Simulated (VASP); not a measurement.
# CdI2 (P-3m1) in VASP: further runs, part 3 of 3

VASP 6.6.1. The steps go on from the part before.

## Step 4: Electric field gradients, PBEsol (37.09 Å³/atom)

This run uses another cell than the first one, of 37.09 Å³/atom.

Input file INCAR:

```
  PREC = Accurate
  ENCUT = 400
  EDIFF = 1E-8
  ISMEAR = -1
  SIGMA = 0.03
  LREAL = F
  LASPH = T
  NELM = 120
  ALGO = Normal
  ISIF = 2
  LWAVE = F
  LCHARG = F
  GGA = PS
  LEFG = T
  NBANDS = 20
  GGA_COMPAT = F
```

Input file KPOINTS:

```
Automatic mesh
0
Gamma
  8 8 5
```

Input file POSCAR:

```
CdI2
1.0
    4.2998477142      0.0000000000      0.0000000000
   -2.1499238570      3.7237773528      0.0000000000
    0.0000000000      0.0000000000      6.9492603508
Cd I
1 2
Direct
    0.0000000000      0.0000000000      0.0000000000
    0.3333333333      0.6666666667      0.2492000000
    0.6666666667      0.3333333333      0.7508000000
```

Potentials or basis: VASP PAW PBE potentials, release 64 (Cd, I).

Started as:

```
> cat potpaw_PBE.64/Cd/POTCAR potpaw_PBE.64/I/POTCAR > POTCAR
> mpirun -np 1 vasp_std > vasp.out
```

OUTCAR:

```text
PREC = Accurate
   ENCUT = 400
   EDIFF = 1E-8
   ISMEAR = -1
   LREAL = F
   LASPH = T
   NELM = 120
   ISIF = 2
   GGA = PS

 ion  position               nearest neighbor table
   1  0.000  0.000  0.000-   2 3.03   3 3.03   2 3.03   3 3.03   3 3.03   2 3.03
   2  0.333  0.667  0.249-   1 3.03   1 3.03   1 3.03
   3  0.667  0.333  0.751-   1 3.03   1 3.03   1 3.03

  LATTYP: Found a hexagonal cell.
 ALAT       =     4.2998477142
 C/A-ratio  =     1.6161642953

  Lattice vectors:

 A1 = (   4.2998477142,   0.0000000000,   0.0000000000)
 A2 = (  -2.1499238570,   3.7237773528,   0.0000000000)
 A3 = (   0.0000000000,   0.0000000000,   6.9492603508)

Analysis of symmetry for initial positions (statically):
=====================================================================
 Subroutine PRICEL returns:
 Original cell was already a primitive cell.

 Routine SETGRP: Setting up the symmetry group for a
 hexagonal supercell.

 Subroutine GETGRP returns: Found 12 space group operations
 (whereof 12 operations were pure point group operations)
 out of a pool of 24 trial point group operations.

The static configuration has the point symmetry D_3d.

Analysis of symmetry for dynamics (positions and initial velocities):
=====================================================================
 Subroutine PRICEL returns:
 Original cell was already a primitive cell.

 Routine SETGRP: Setting up the symmetry group for a
 hexagonal supercell.

 Subroutine GETGRP returns: Found 12 space group operations
 (whereof 12 operations were pure point group operations)
 out of a pool of 24 trial point group operations.

The dynamic configuration has the point symmetry D_3d.

 Subroutine INISYM returns: Found 12 space group operations
 (whereof 12 operations are pure point group operations),
 and found     1 'primitive' translations

----------------------------------------------------------------------------------------

                                     Primitive cell

  volume of cell :     111.2693

  direct lattice vectors                    reciprocal lattice vectors
     4.299847714  0.000000000  0.000000000     0.232566376  0.134272260  0.000000000
    -2.149923857  3.723777353  0.000000000     0.000000000  0.268544520  0.000000000
     0.000000000  0.000000000  6.949260351     0.000000000  0.000000000  0.143900207

  length of vectors
     4.299847714  4.299847714  6.949260351     0.268544520  0.268544520  0.143900207

  position of ions in fractional coordinates (direct lattice)
     0.000000000  0.000000000  0.000000000
     0.333333333  0.666666667  0.249200000
     0.666666667  0.333333333  0.750800000

  ion indices of the primitive-cell ions
   primitive index   ion index
                 1           1
                 2           2
                 3           3

----------------------------------------------------------------------------------------

 KPOINTS: Automatic mesh

Automatic generation of k-mesh.
 Grid dimensions read from file:
[... 70 lines left out ...]
   NFREE  =      0    steps in history (QN), initial steepest desc. (CG)
   ISIF   =      2    stress and relaxation
   ISYM   =      2    0-nonsym 1-usesym 2-fastsym
   POTIM  = 0.5000    time-step for ionic-motion
   TEBEG  =    0.0;   TEEND  =   0.0 temperature during run
   PSTRESS=    0.0 pullay stress
   NELECT =      26.0000    total number of electrons
   NUPDOWN=      -1.0000    fix difference up-down
   EMIN   =  10.00;   EMAX   =-10.00  energy-range for DOS
   EFERMI =   0.00;   METHOD = LEGACY
   ISMEAR =    -1;   SIGMA  =   0.03  broadening in eV -4-tet -1-fermi 0-gaus
   EFERMI_NEDOS =   21; number of points for ismear=-14 and -15
   IALGO  =     38    algorithm
   IMIX   =      4    mixing-type and parameters
     AMIX     =   0.40;   BMIX     =  1.00
     AMIX_MAG =   1.60;   BMIX_MAG =  1.00
  volume/ion in A,a.u.               =      37.09       250.29
  Fermi-wavevector in a.u.,A,eV,Ry     =   1.008341  1.905488 13.833749  1.016752
  Thomas-Fermi vector in A             =   2.141202
   LORBIT       =      0    0 simple, 1 ext, 2 COOP (PROOUT), +10 PAW based schemes
   GGA     = PS    functional components
   LHFCALC =     F    Hartree Fock is set to
   AEXX    =    0.0000 exact exchange contribution
   IVDW    =     0    specifies the selected vdW correction
   LEPSILON=     F    determine dielectric tensor
   LRPA    =     F    only Hartree local field effects (RPA)
 non-spin polarized calculation
  energy-cutoff  :      400.00
  volume of cell :      111.27
 maximum number of plane-waves:      2039
   NGX = 13   NGY = 13   NGZ = 23

 number of electron      25.9999993 magnetization

 Free energy of the ion-electron system (eV)
  ---------------------------------------------------
  ext. energy  EPLUGINS =         0.00000000
  ---------------------------------------------------
  free energy    TOTEN  =        -6.35018763 eV

  energy without entropy =       -6.35018763  energy(sigma->0) =       -6.35018763

 E-fermi :   2.1947     XC(G=0):  -8.5807

 val. band max:        1.5481161693   @ k =   0.1250   0.0000   0.2000
 cond. band min:       3.7799251289   @ k =   0.0000   0.0000   0.0000
 fundamental gap:      2.2318089595
 Fermi energy:         2.1946678556

 k-point     1 :       0.0000    0.0000    0.0000
  band No.  band energies     occupation
      1     -10.4416      2.00000
      2      -9.7998      2.00000
      3      -5.9307      2.00000
      4      -5.9307      2.00000
      5      -5.8237      2.00000
      6      -5.7497      2.00000
[... 541 lines left out ...]
     19       9.1844      0.00000
     20      10.4205      0.00000

 [... further k-points ...]
[... 5 lines left out ...]
  --------------------------------------------------------------------------------------
  -------------------------------------------------------------------------------------
  Total       -1.1908759     -1.1908759     -1.0450834     -0.0000000      0.0000000      0.0000000
  in kB      -17.1475357    -17.1475357    -15.0482554     -0.0000000      0.0000000      0.0000000
  external PRESSURE =     -16.4477756 kB  Pullay stress =       0.0000000 kB

 VOLUME and BASIS-vectors are now :
 -----------------------------------------------------------------------------
  energy-cutoff  :      400.00
  volume of cell :      111.27
      direct lattice vectors                 reciprocal lattice vectors
     4.299847714  0.000000000  0.000000000     0.232566376  0.134272260  0.000000000
    -2.149923857  3.723777353  0.000000000     0.000000000  0.268544520  0.000000000
     0.000000000  0.000000000  6.949260351     0.000000000  0.000000000  0.143900207

 POSITION                                       TOTAL-FORCE (eV/Angst)
 -----------------------------------------------------------------------------------
      0.00000      0.00000      0.00000         0.000000      0.000000      0.000000
     -0.00000      2.48252      1.73176        -0.000000      0.000000     -0.271833
      2.14992      1.24126      5.21750         0.000000     -0.000000      0.271833
 -----------------------------------------------------------------------------------
    total drift:                               -0.000000      0.000000      0.000000

  FREE ENERGIE OF THE ION-ELECTRON SYSTEM (eV)
  ---------------------------------------------------
  free  energy   TOTEN  =        -6.3501876258 eV

  energy  without entropy=       -6.3501876258  energy(sigma->0) =       -6.35018763

 Electric field gradients (V/A^2)
---------------------------------------------------------------------
 ion       V_xx      V_yy      V_zz      V_xy      V_xz      V_yz
---------------------------------------------------------------------
   1      -0.903    -0.902     1.806     0.001    -0.000     0.000
   2      27.675    27.675   -55.351     0.000     0.000    -0.000
   3      27.675    27.675   -55.351     0.000     0.000    -0.000
---------------------------------------------------------------------

 Electric field gradients after diagonalization (V/A^2)
 (convention: |V_zz| > |V_xx| > |V_yy|)
----------------------------------------------------------------------
 ion       V_xx      V_yy      V_zz     asymmetry (V_yy - V_xx)/ V_zz
----------------------------------------------------------------------
   1      -0.904    -0.901     1.806       0.002
   2      27.675    27.675   -55.351       0.000
   3      27.675    27.675   -55.351       0.000
----------------------------------------------------------------------

           NMR quadrupolar parameters

 Cq : quadrupolar parameter    Cq=e*Q*V_zz/h
 eta: asymmetry parameters     (V_yy - V_xx)/ V_zz
 Q  : nuclear electric quadrupole moment in mb (millibarn)
----------------------------------------------------------------------
 ion       Cq(MHz)       eta       Q (mb)
----------------------------------------------------------------------
   1       0.004       0.002       1.000
   2      -0.134       0.000       1.000
   3      -0.134       0.000       1.000
----------------------------------------------------------------------
```

OSZICAR:

```text
N       E                     dE             d eps       ncg     rms          rms(c)
DAV:   1     0.137430825242E+03    0.13743E+03   -0.98973E+03  1600   0.895E+02
DAV:   2     0.139871323028E+01   -0.13603E+03   -0.13216E+03  1924   0.223E+02
DAV:   3    -0.657458386690E+01   -0.79733E+01   -0.79469E+01  1912   0.548E+01
DAV:   4    -0.670329271803E+01   -0.12871E+00   -0.12869E+00  2128   0.669E+00
DAV:   5    -0.670416797015E+01   -0.87525E-03   -0.87524E-03  1908   0.586E-01    0.579E+00
DAV:   6    -0.637990732445E+01    0.32426E+00   -0.61979E-01  1680   0.811E+00    0.490E+00
DAV:   7    -0.635219079422E+01    0.27717E-01   -0.16138E-01  1804   0.244E+00    0.222E+00
DAV:   8    -0.635042577261E+01    0.17650E-02   -0.20182E-02  1736   0.150E+00    0.328E-01
DAV:   9    -0.635020071621E+01    0.22506E-03   -0.24762E-03  1804   0.515E-01    0.972E-02
DAV:  10    -0.635018102157E+01    0.19695E-04   -0.29449E-04  1792   0.173E-01    0.414E-02
DAV:  11    -0.635018867122E+01   -0.76497E-05   -0.29807E-05  1824   0.407E-02    0.202E-02
DAV:  12    -0.635018826817E+01    0.40305E-06   -0.21062E-06  1788   0.113E-02    0.143E-02
DAV:  13    -0.635018766372E+01    0.60445E-06   -0.26804E-06  1752   0.143E-02    0.198E-03
DAV:  14    -0.635018761975E+01    0.43966E-07   -0.22576E-07  1812   0.433E-03    0.863E-04
DAV:  15    -0.635018762580E+01   -0.60418E-08   -0.11569E-08  1300   0.551E-04
   1 F= -.63501876E+01 E0= -.63501876E+01  d E =-.258687E-10
```

Wall time 66 s (1 thread of Intel Xeon 8259CL, shared host); peak memory 0.21 GiB.

Results:

```
Free energy                             : -6.3502 eV
Pressure                                : -1.6 GPa
Largest force                           : 0.272 eV/Å
Band gap on the k mesh                  : 2.23 eV (least direct gap 2.36 eV)
Largest electric field gradient by atom : Cd +1.8; I -55.4 V/Å²
```

Forces on the atoms (eV/Å):
```
Cd   0.000  0.000  0.000
I    0.000  0.000 -0.272
I    0.000  0.000  0.272
```

Stress tensor (GPa, compression positive):
```
-1.71  0.00  0.00
 0.00 -1.71  0.00
 0.00  0.00 -1.50
```

Levels at points of the mesh, in eV from the valence-band top:
| k point | band 10 | band 11 | band 12 | band 13 | band 14 | band 15 | band 16 | band 17 |
| --- | --- | --- | --- | --- | --- | --- | --- | --- |
| (0.00, 0.00, 0.00) | -0.29 | -0.16 | -0.16 | -0.12 | 2.23 | 4.34 | 6.23 | 6.23 |
| (0.50, 0.00, 0.00) | -1.88 | -1.44 | -0.67 | -0.13 | 2.53 | 4.88 | 5.88 | 6.41 |

Electric field gradients, principal values (V/Å²):
| atom | least | middle | greatest (by size) |
| --- | --- | --- | --- |
| 1 Cd | -0.901 | -0.904 | 1.806 |
| 2 I | 27.675 | 27.675 | -55.351 |
| 3 I | 27.675 | 27.675 | -55.351 |

Caveat: without QUAD_EFG the Cq values of the log hold for a quadrupole moment of 1 mb, not for the nuclei; the PAW data sets were made with another functional, which shifts forces and pressure a little; spin-orbit coupling is left out, which moves the levels of the heavy elements; an odd mesh through Γ misses points on the zone boundary, where band edges can lie; this functional lacks dispersion, which binds the layers, so the pressure and a relaxed spacing across them are unreliable.

## Step 5: Electric field gradients, PBEsol (zz strain of -1 %)

Input file INCAR:

```
PREC = Accurate
ENCUT = 400
EDIFF = 1E-8
ISMEAR = -1
SIGMA = 0.03
LREAL = False
LASPH = True
NELM = 120
ALGO = Normal
ISIF = 2
LWAVE = False
LCHARG = False
GGA = PS
LEFG = True
NBANDS = 20
GGA_COMPAT = False
```

KPOINTS is that of step 4.

Input file POSCAR:

```
CdI2
1.0
    4.2439992147      0.0000000000      0.0000000000
   -2.1219996073      3.6754111335      0.0000000000
    0.0000000000      0.0000000000      6.7904100000
Cd I
1 2
Direct
    0.0000000000      0.0000000000      0.0000000000
    0.3333333333      0.6666666667      0.2492000000
    0.6666666667      0.3333333333      0.7508000000
```

Potentials or basis: VASP PAW PBE potentials, release 64 (Cd, I).

Started as:

```
> cat potpaw_PBE.64/Cd/POTCAR potpaw_PBE.64/I/POTCAR > POTCAR
> mpirun -np 1 vasp_std > vasp.out
```

OUTCAR:

```text
PREC = Accurate
   ENCUT = 400
   EDIFF = 1E-8
   ISMEAR = -1
   LREAL = False
   LASPH = True
   NELM = 120
   ISIF = 2
   GGA = PS

 ion  position               nearest neighbor table
   1  0.000  0.000  0.000-   2 2.98   3 2.98   2 2.98   3 2.98   3 2.98   2 2.98
   2  0.333  0.667  0.249-   1 2.98   1 2.98   1 2.98
   3  0.667  0.333  0.751-   1 2.98   1 2.98   1 2.98

  LATTYP: Found a hexagonal cell.
 ALAT       =     4.2439992147
 C/A-ratio  =     1.6000026523

  Lattice vectors:

 A1 = (   4.2439992147,   0.0000000000,   0.0000000000)
 A2 = (  -2.1219996073,   3.6754111335,   0.0000000000)
 A3 = (   0.0000000000,   0.0000000000,   6.7904100000)

Analysis of symmetry for initial positions (statically):
=====================================================================
 Subroutine PRICEL returns:
 Original cell was already a primitive cell.

[... 748 lines left out ...]
     0.000000000  0.000000000  6.790410000     0.000000000  0.000000000  0.147266513

 POSITION                                       TOTAL-FORCE (eV/Angst)
 -----------------------------------------------------------------------------------
      0.00000      0.00000      0.00000        -0.000000      0.000000      0.000000
     -0.00000      2.45027      1.69217        -0.000000     -0.000000      0.007876
      2.12200      1.22514      5.09824         0.000000      0.000000     -0.007876
 -----------------------------------------------------------------------------------
    total drift:                               -0.000000      0.000000      0.000000

  FREE ENERGIE OF THE ION-ELECTRON SYSTEM (eV)
  ---------------------------------------------------
  free  energy   TOTEN  =        -6.3730577180 eV

  energy  without entropy=       -6.3730577179  energy(sigma->0) =       -6.37305772

 Electric field gradients (V/A^2)
---------------------------------------------------------------------
 ion       V_xx      V_yy      V_zz      V_xy      V_xz      V_yz
---------------------------------------------------------------------
   1      -1.685    -1.686     3.371    -0.001     0.000    -0.000
   2      33.158    33.157   -66.315    -0.000    -0.000     0.000
   3      33.158    33.157   -66.315    -0.000    -0.000     0.000
---------------------------------------------------------------------

 Electric field gradients after diagonalization (V/A^2)
 (convention: |V_zz| > |V_xx| > |V_yy|)
----------------------------------------------------------------------
 ion       V_xx      V_yy      V_zz     asymmetry (V_yy - V_xx)/ V_zz
----------------------------------------------------------------------
   1      -1.686    -1.684     3.371       0.001
   2      33.158    33.157   -66.315       0.000
   3      33.158    33.157   -66.315       0.000
----------------------------------------------------------------------

           NMR quadrupolar parameters

 Cq : quadrupolar parameter    Cq=e*Q*V_zz/h
 eta: asymmetry parameters     (V_yy - V_xx)/ V_zz
 Q  : nuclear electric quadrupole moment in mb (millibarn)
----------------------------------------------------------------------
 ion       Cq(MHz)       eta       Q (mb)
----------------------------------------------------------------------
   1       0.008       0.001       1.000
   2      -0.160       0.000       1.000
   3      -0.160       0.000       1.000
----------------------------------------------------------------------
```

stdout:

```text
POSCAR found type information on POSCAR CdI
 POSCAR found :  2 types and       3 ions
 scaLAPACK will be used
 -----------------------------------------------------------------------------
|                                                                             |
|                                                                             |
|     You enforced a specific xc type in the INCAR file but a different       |
|     I HOPE YOU KNOW WHAT YOU ARE DOING!                                     |
|                                                                             |
 -----------------------------------------------------------------------------

 LDA part: xc-table for (Slater+PW92), standard interpolation
 POSCAR, INCAR and KPOINTS ok, starting setup
 FFT: planning ... GRIDC
 FFT: planning ... GRID_SOFT
 FFT: planning ... GRID
 WAVECAR not read
 entering main loop
ion   1

ion   2

ion   3
```

Run time: 85 s. Hardware: 1 thread of AMD EPYC 7R13, shared host; peak memory 0.18 GiB.

What came out:

- Free energy: -6.3731 eV
- Pressure: -0.1 GPa
- Largest force: 0.008 eV/Å
- Band gap on the k mesh: 2.32 eV (least direct gap 2.47 eV)
- Largest electric field gradient by atom: Cd +3.4; I -66.3 V/Å²

Forces in eV/Å, atoms in the order of the input:
```
Cd   0.000  0.000  0.000
I    0.000  0.000  0.008
I    0.000  0.000 -0.008
```

Electric field gradients, principal values (V/Å²):
| atom | least | middle | greatest (by size) |
| --- | --- | --- | --- |
| 1 Cd | -1.684 | -1.686 | 3.371 |
| 2 I | 33.157 | 33.158 | -66.315 |
| 3 I | 33.157 | 33.158 | -66.315 |

Caveat: the cell differs from its parent crystal (zz strain of -1 %); without QUAD_EFG the Cq values of the log hold for a quadrupole moment of 1 mb, not for the nuclei; the PAW data sets were made with another functional, which shifts forces and pressure a little; spin-orbit coupling is left out, which moves the levels of the heavy elements; an odd mesh through Γ misses points on the zone boundary, where band edges can lie; this functional lacks dispersion, which binds the layers, so the pressure and a relaxed spacing across them are unreliable.

## Step 6: Summary

```csv
cell,gap on the mesh (eV),pressure (GPa),largest force (eV/Å)
"a = 4.258, b = 4.258, c = 6.882 Å, angles 90.0, 90.0, 120.0°, 3 atoms",2.28,-0.8,0.12
"a = 4.300, b = 4.300, c = 6.949 Å, angles 90.0, 90.0, 120.0°, 3 atoms",2.23,-1.6,0.27
"a = 4.244, b = 4.244, c = 6.790 Å, angles 90.0, 90.0, 120.0°, 3 atoms",2.32,-0.1,0.01
```

Alike in all rows: task electric field gradients; level PBEsol; potentials or basis VASP PAW PBE potentials, release 64 (Cd, I); no spin polarisation; k mesh 8 × 8 × 5; cutoff (eV) 400; smearing fermi-dirac 0.03 eV.

Caveats: the PAW data sets were made with another functional, which shifts forces and pressure a little; spin-orbit coupling is left out, which moves the levels of the heavy elements; an odd mesh through Γ misses points on the zone boundary, where band edges can lie; this functional lacks dispersion, which binds the layers, so the pressure and a relaxed spacing across them are unreliable.

Absolute energies hang on the potentials; compare differences alone.
